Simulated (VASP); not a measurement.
# Ta (Im-3m) in VASP: further runs

The runs below take Ta through single point, relaxation of cell and atoms, with PBE.

Program: VASP 6.6.1. These are calculated values, not measurements. Logs are shortened: lines on timing, memory, paths and dates and some standing lists are left out, and cuts for length are marked.

### Step 1. The cell of the first run

It takes space group Im-3m (No. 229, cubic). The conventional cell has a = 3.319 Å, b = 3.319 Å, c = 3.319 Å, α = 90.00°, β = 90.00°, γ = 90.00°. Ta (site symmetry m-3m) has 14 Ta at 2.87 to 3.32 Å within 3.8 Å.

### Step 2. Single point, PBE

File INCAR:

```
SYSTEM = Ta
PREC = Accurate
ENCUT = 520
EDIFF = 1E-6
ISMEAR = 0
SIGMA = 0.1
LREAL = .FALSE.
LASPH = .TRUE.
NELM = 80
ALGO = Normal
ISIF = 2
LWAVE = .FALSE.
LCHARG = .TRUE.
GGA = PE
LELF = .TRUE.
LVHAR = .TRUE.
NBANDS = 12
```

File KPOINTS:

```
Automatic mesh
0
G
  24 24 24
  0 0 0
```

File POSCAR:

```
Ta
1.0
   -1.6594260555      1.6594260555      1.6594260555
    1.6594260555     -1.6594260555      1.6594260555
    1.6594260555      1.6594260555     -1.6594260555
Ta
1
Direct
    0.0000000000      0.0000000000      0.0000000000
```

Potentials or basis: VASP PAW PBE potentials, release 64 (Ta_pv).

Command:

```
> cat potpaw_PBE.64/Ta_pv/POTCAR > POTCAR
> mpirun -np 1 vasp_std > vasp.out
```

OUTCAR:

```text
SYSTEM = Ta
   PREC = Accurate
   ENCUT = 520
   EDIFF = 1E-6
   ISMEAR = 0
   LREAL = .FALSE.
   LASPH = .TRUE.
   NELM = 80
   ISIF = 2
   GGA = PE

 ion  position               nearest neighbor table
   1  0.000  0.000  0.000-

  LATTYP: Found a body centered cubic cell.
 ALAT       =     3.3188521110

  Lattice vectors:

 A1 = (  -1.6594260555,   1.6594260555,   1.6594260555)
 A2 = (   1.6594260555,  -1.6594260555,   1.6594260555)
 A3 = (   1.6594260555,   1.6594260555,  -1.6594260555)

Analysis of symmetry for initial positions (statically):
=====================================================================
 Subroutine PRICEL returns:
 Original cell was already a primitive cell.

 Routine SETGRP: Setting up the symmetry group for a
 body centered cubic supercell.

 Subroutine GETGRP returns: Found 48 space group operations
 (whereof 48 operations were pure point group operations)
 out of a pool of 48 trial point group operations.

The static configuration has the point symmetry O_h .

Analysis of symmetry for dynamics (positions and initial velocities):
=====================================================================
 Subroutine PRICEL returns:
 Original cell was already a primitive cell.

 Routine SETGRP: Setting up the symmetry group for a
 body centered cubic supercell.

 Subroutine GETGRP returns: Found 48 space group operations
 (whereof 48 operations were pure point group operations)
 out of a pool of 48 trial point group operations.

The dynamic configuration has the point symmetry O_h .

 Subroutine INISYM returns: Found 48 space group operations
 (whereof 48 operations are pure point group operations),
 and found     1 'primitive' translations

----------------------------------------------------------------------------------------

                                     Primitive cell

  volume of cell :      18.2782

  direct lattice vectors                    reciprocal lattice vectors
    -1.659426055  1.659426055  1.659426055     0.000000000  0.301308997  0.301308997
     1.659426055 -1.659426055  1.659426055     0.301308997  0.000000000  0.301308997
     1.659426055  1.659426055 -1.659426055     0.301308997  0.301308997  0.000000000

  length of vectors
     2.874210240  2.874210240  2.874210240     0.426115270  0.426115270  0.426115270

  position of ions in fractional coordinates (direct lattice)
     0.000000000  0.000000000  0.000000000

  ion indices of the primitive-cell ions
   primitive index   ion index
                 1           1

----------------------------------------------------------------------------------------

 KPOINTS: Automatic mesh

Automatic generation of k-mesh.
 Grid dimensions read from file:
 generate k-points for:   24   24   24

 Generating k-lattice:

  Cartesian coordinates                     Fractional coordinates (reciprocal lattice)
     0.000000000  0.012554542  0.012554542     0.041666667  0.000000000  0.000000000
     0.012554542  0.000000000  0.012554542     0.000000000  0.041666667  0.000000000
     0.012554542  0.012554542  0.000000000     0.000000000  0.000000000  0.041666667

  Length of vectors
     0.017754803  0.017754803  0.017754803

  Shift w.r.t. Gamma in fractional coordinates (k-lattice)
     0.000000000  0.000000000  0.000000000

 Subroutine IBZKPT returns following result:
 ===========================================

 Found    413 irreducible k-points:

 Following reciprocal coordinates:
            Coordinates               Weight
  0.000000  0.000000  0.000000      1.000000
  0.041667  0.000000  0.000000     12.000000
  0.083333  0.000000  0.000000     12.000000
  0.125000  0.000000  0.000000     12.000000
  0.166667  0.000000  0.000000     12.000000
  0.208333  0.000000  0.000000     12.000000
[... 16 lines left out ...]
  0.416667  0.041667  0.000000     48.000000
  0.458333  0.041667  0.000000     48.000000
 [... further k-points ...]
   k-points           NKPTS =    413   k-points in BZ     NKDIM =    413   number of bands    NBANDS=     12
   number of dos      NEDOS =    301   number of ions     NIONS =      1
   total plane-waves  NPLWV =  13824
   dimension x,y,z NGX =    24 NGY =   24 NGZ =   24
   dimension x,y,z NGXF=    48 NGYF=   48 NGZF=   48
   ions per type =               1
   NGX,Y,Z   is equivalent  to a cutoff of  13.88, 13.88, 13.88 a.u.
   NGXF,Y,Z  is equivalent  to a cutoff of  27.76, 27.76, 27.76 a.u.
 SYSTEM =  Ta
   PREC   = accura    normal or accurate (medium, high low for compatibility)
   ISTART =      0    job   : 0-new  1-cont  2-samecut
   ICHARG =      2    charge: 1-file 2-atom 10-const
   ISPIN  =      1    spin polarized calculation?
   LNONCOLLINEAR =      F non collinear calculations
   LSORBIT =      F    spin-orbit coupling
   LASPH  =      T    aspherical Exc in radial PAW
   ENCUT  =  520.0 eV  38.22 Ry    6.18 a.u.   5.34  5.34  5.34*2*pi/ulx,y,z
   NELM   =     80;   NELMIN=  2; NELMDL= -5     # of ELM steps
   EDIFF  = 0.1E-05   stopping-criterion for ELM
   LREAL  =      F    real-space projection
   EDIFFG = 0.1E-04   stopping-criterion for IOM
   NSW    =      0    number of steps for IOM
   IBRION =     -1    ionic relax: 0-MD 1-quasi-New 2-CG
   NFREE  =      0    steps in history (QN), initial steepest desc. (CG)
   ISIF   =      2    stress and relaxation
   ISYM   =      2    0-nonsym 1-usesym 2-fastsym
   POTIM  = 0.5000    time-step for ionic-motion
   TEBEG  =    0.0;   TEEND  =   0.0 temperature during run
   PSTRESS=    0.0 pullay stress
   NELECT =      11.0000    total number of electrons
   NUPDOWN=      -1.0000    fix difference up-down
   EMIN   =  10.00;   EMAX   =-10.00  energy-range for DOS
   EFERMI =   0.00;   METHOD = LEGACY
   ISMEAR =     0;   SIGMA  =   0.10  broadening in eV -4-tet -1-fermi 0-gaus
   EFERMI_NEDOS =   21; number of points for ismear=-14 and -15
   IALGO  =     38    algorithm
   IMIX   =      4    mixing-type and parameters
     AMIX     =   0.40;   BMIX     =  1.00
     AMIX_MAG =   1.60;   BMIX_MAG =  1.00
  volume/ion in A,a.u.               =      18.28       123.35
  Fermi-wavevector in a.u.,A,eV,Ry     =   1.382169  2.611921 25.992451  1.910391
  Thomas-Fermi vector in A             =   2.506885
   LORBIT       =      0    0 simple, 1 ext, 2 COOP (PROOUT), +10 PAW based schemes
   GGA     = PE    functional components
   LHFCALC =     F    Hartree Fock is set to
   AEXX    =    0.0000 exact exchange contribution
   IVDW    =     0    specifies the selected vdW correction
   LEPSILON=     F    determine dielectric tensor
   LRPA    =     F    only Hartree local field effects (RPA)
 non-spin polarized calculation
 Gauss-broadening in eV      SIGMA  =   0.10
  energy-cutoff  :      520.00
  volume of cell :       18.28
 maximum number of plane-waves:       531
 NGX is ok and might be reduce to    24
   NGX = 11   NGY = 11   NGZ = 11

 number of electron      11.0000001 magnetization

 Free energy of the ion-electron system (eV)
  ---------------------------------------------------
  ext. energy  EPLUGINS =         0.00000000
  ---------------------------------------------------
  free energy    TOTEN  =       -11.81566936 eV

  energy without entropy =      -11.80897350  energy(sigma->0) =      -11.81232143

 E-fermi :   5.3601     XC(G=0): -12.5431

 val. band max:        5.3546152553   @ k =   0.3333   0.0000   0.0000
 cond. band min:       5.3601622282   @ k =  -0.4583   0.4583   0.1250
 fundamental gap:      0.0055469729
 Fermi energy:         5.3600791570

 k-point     1 :       0.0000    0.0000    0.0000
  band No.  band energies     occupation
      1     -27.7626      2.00000
      2     -27.7626      2.00000
      3     -27.7626      2.00000
      4      -2.4918      2.00000
      5       6.1019      0.00000
      6       6.1019      0.00000
      7       6.1019      0.00000
      8       9.3231      0.00000
      9       9.3231      0.00000
     10      20.0143      0.00000
     11      20.3093      0.00000
     12      20.3093      0.00000

 k-point     2 :       0.0417    0.0000    0.0000
  band No.  band energies     occupation
      1     -27.7833      2.00000
      2     -27.7690      2.00000
      3     -27.7627      2.00000
      4      -2.4151      2.00000
      5       6.0516      0.00000
      6       6.0886      0.00000
      7       6.1767      0.00000
      8       9.2383      0.00000
      9       9.3232      0.00000
     10      20.0143      0.00000
     11      20.3796      0.00000
     12      20.4442      0.00000

 k-point     3 :       0.0833    0.0000    0.0000
  band No.  band energies     occupation
      1     -27.8437      2.00000
      2     -27.7877      2.00000
      3     -27.7630      2.00000
      4      -2.1891      2.00000
      5       5.9077      0.00000
      6       6.0383      0.00000
      7       6.3996      0.00000
      8       9.0288      0.00000
      9       9.3254      0.00000
     10      20.0141      0.00000
     11      20.5722      0.00000
     12      20.8409      0.00000
[... 286 lines left out ...]
 k-point    23 :       0.4167    0.0417    0.0000
  band No.  band energies     occupation
      1     -28.8357      2.00000
      2     -28.1169      2.00000
      3     -27.7769      2.00000
      4       1.0996      2.00000
      5       3.9465      2.00000
      6       6.3843      0.00000
      7       9.2223      0.00000
      8      10.1674      0.00000
      9      12.5742      0.00000
     10      17.2119      0.00000
     11      17.6639      0.00000
     12      20.0226      0.00000

 k-point    24 :       0.4583    0.0417    0.0000
  band No.  band energies     occupation
      1     -28.8699      2.00000
      2     -28.1292      2.00000
      3     -27.7771      2.00000
      4       1.1122      2.00000
      5       3.8879      2.00000
      6       6.7320      0.00000
      7       9.1742      0.00000
      8      10.2507      0.00000
      9      13.0262      0.00000
     10      16.8173      0.00000
     11      17.4015      0.00000
     12      20.0220      0.00000

 [... further k-points ...]

------------------------ aborting loop because EDIFF is reached ----------------------------------------

  FORCE on cell =-STRESS in cart. coord.  units (eV):
  Direction    XX          YY          ZZ          XY          YZ          ZX
  --------------------------------------------------------------------------------------
  -------------------------------------------------------------------------------------
  Total        0.0109222      0.0109222      0.0109222      0.0000000     -0.0000000      0.0000000
  in kB        0.9573830      0.9573830      0.9573830      0.0000000     -0.0000000      0.0000000
  external PRESSURE =       0.9573830 kB  Pullay stress =       0.0000000 kB

 VOLUME and BASIS-vectors are now :
 -----------------------------------------------------------------------------
  energy-cutoff  :      520.00
  volume of cell :       18.28
      direct lattice vectors                 reciprocal lattice vectors
    -1.659426055  1.659426055  1.659426055     0.000000000  0.301308997  0.301308997
     1.659426055 -1.659426055  1.659426055     0.301308997  0.000000000  0.301308997
     1.659426055  1.659426055 -1.659426055     0.301308997  0.301308997  0.000000000

 POSITION                                       TOTAL-FORCE (eV/Angst)
 -----------------------------------------------------------------------------------
      0.00000      0.00000      0.00000         0.000000     -0.000000      0.000000
 -----------------------------------------------------------------------------------
    total drift:                               -0.000000      0.000000     -0.000000

  FREE ENERGIE OF THE ION-ELECTRON SYSTEM (eV)
  ---------------------------------------------------
  free  energy   TOTEN  =       -11.8156693557 eV

  energy  without entropy=      -11.8089735018  energy(sigma->0) =      -11.81232143
```

Run time: 60 s. Hardware: 1 thread of Intel Xeon 8259CL, shared host; peak memory 0.21 GiB.

Results:

- Free energy: -11.8157 eV
- Pressure: 0.1 GPa
- Band gap on the k mesh: zero (an odd number of electrons rules out a gap without spin polarisation)

Levels at points of the mesh, in eV from the Fermi level:
```
           k point  band 4  band 5  band 6  band 7  band 8  band 9
(0.00, 0.00, 0.00)   -7.85    0.74    0.74    0.74    3.96    3.96
(0.50, 0.00, 0.00)   -4.30   -1.49    1.53    3.84    4.85    7.66
(0.50, 0.50, 0.50)   -3.71   -3.71    6.72    6.72    6.72    8.53
```

Caveat: spin-orbit coupling is left out, which moves the levels of the heavy elements.

### Step 3. Relaxation of cell and atoms, PBE

This run uses another cell than the first one, of 18.13 Å³/atom.

File INCAR:

```
SYSTEM = Ta
  PREC = Accurate
  ENCUT = 600
  EDIFF = 1E-6
  ISMEAR = 0
  SIGMA = 0.1
  LREAL = .False.
  LASPH = .True.
  NELM = 60
  ALGO = Normal
  ISIF = 3
  LWAVE = .False.
  LCHARG = .False.
  GGA = PE
  IBRION = 2
  NSW = 80
  EDIFFG = -0.005
```

File KPOINTS:

```
regular mesh
0
Gamma
  24 24 24
  0 0 0
```

File POSCAR:

```
Ta
1.0
   -1.6550000000      1.6550000000      1.6550000000
    1.6550000000     -1.6550000000      1.6550000000
    1.6550000000      1.6550000000     -1.6550000000
Ta
1
Direct
    0.0000000000      0.0000000000      0.0000000000
```

Potentials or basis: VASP PAW PBE potentials, release 64 (Ta_pv).

Command:

```
> cat potpaw_PBE.64/Ta_pv/POTCAR > POTCAR
> mpirun -np 1 vasp_std > vasp.out
```

Wall time 2.3 min (1 thread of Intel Xeon 8259CL, shared host); peak memory 0.23 GiB.

The run converged. Its results:

```yaml
Free_energy: -11.8159 eV
Relaxed_volume: 18.29 Å³/atom
Relaxed_cell: a = 2.875 Å, b = 2.875 Å, c = 2.875 Å, α = 109.47°, β = 109.47°, γ = 109.47°
Space_group_after_relaxing_to_0.1_Å: Im-3m (No. 229)
Energy_gained_by_relaxing: 0.8 meV/atom
Ionic_steps: 3
Pressure_after_relaxing: 0.0 GPa
Band_gap_on_the_k_mesh: zero (an odd number of electrons rules out a gap without spin polarisation)
```

Step by step:
```tsv
step	energy change (eV)	largest force (eV/Å)	pressure (GPa)	volume (Å³)
1	0.0000	0.0000	1.72	18.13
2	0.0033	0.0000	-3.65	18.65
3	-0.0008	0.0000	0.00	18.29
```

Final structure:
```
CELL_PARAMETERS angstrom
-1.65978 1.65978 1.65978
1.65978 -1.65978 1.65978
1.65978 1.65978 -1.65978
ATOMIC_POSITIONS crystal
Ta 0.00000 0.00000 0.00000
```

Levels at points of the mesh, in eV from the Fermi level:
```csv
k point,band 2,band 3,band 4,band 5,band 6,band 7,band 8,band 9
"(0.00, 0.00, 0.00)",-33.13,-33.13,-7.85,0.74,0.74,0.74,3.96,3.96
"(0.50, 0.00, 0.00)",-33.49,-33.13,-4.30,-1.49,1.53,3.83,4.84,7.66
"(0.50, 0.50, 0.50)",-33.90,-33.90,-3.70,-3.70,6.72,6.72,6.72,8.52
```

Caveat: spin-orbit coupling is left out, which moves the levels of the heavy elements.
